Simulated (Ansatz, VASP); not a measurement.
Hf: VASP beside Ansatz

```xyz
1
Lattice="0.0000 2.2200 2.2200 2.2200 0.0000 2.2200 2.2200 2.2200 0.0000" Properties=species:S:1:pos:R:3 pbc="T T T"
Hf    0.0000    0.0000    0.0000
```

Alike in both runs: task single point; functional r2SCAN; k mesh 20 × 20 × 20; occupations gaussian, width 0.15 eV; no spin polarisation.

|  | VASP | Ansatz |
| --- | --- | --- |
| version | VASP 6.6.1 | Ansatz 0.2.0 |
| potentials or method | VASP PAW PBE potentials, release 64 (Hf_pv), cutoff 520 eV | scalar-relativistic, plane waves, PAW |
| valence electrons in the cell | 10 | 26 |

VASP gave:

* gap on the k mesh at the Fermi level (eV): none
* pressure (GPa): 2.2

Question: What did Ansatz give for the same quantities?

Answer: gap on the k mesh at the Fermi level (eV): none; pressure (GPa): 2.7.

VASP's potentials were made for PBE, not for r2SCAN. A gap of «none» marks a metal or a gap that the smearing closes. The functional is the same, so the differences come from potentials, cutoffs and numerics. VASP's potentials hold 10 valence electrons a cell and Ansatz's 26, so a difference there can come from the potentials and not from the codes.

Spin-orbit coupling is off throughout.
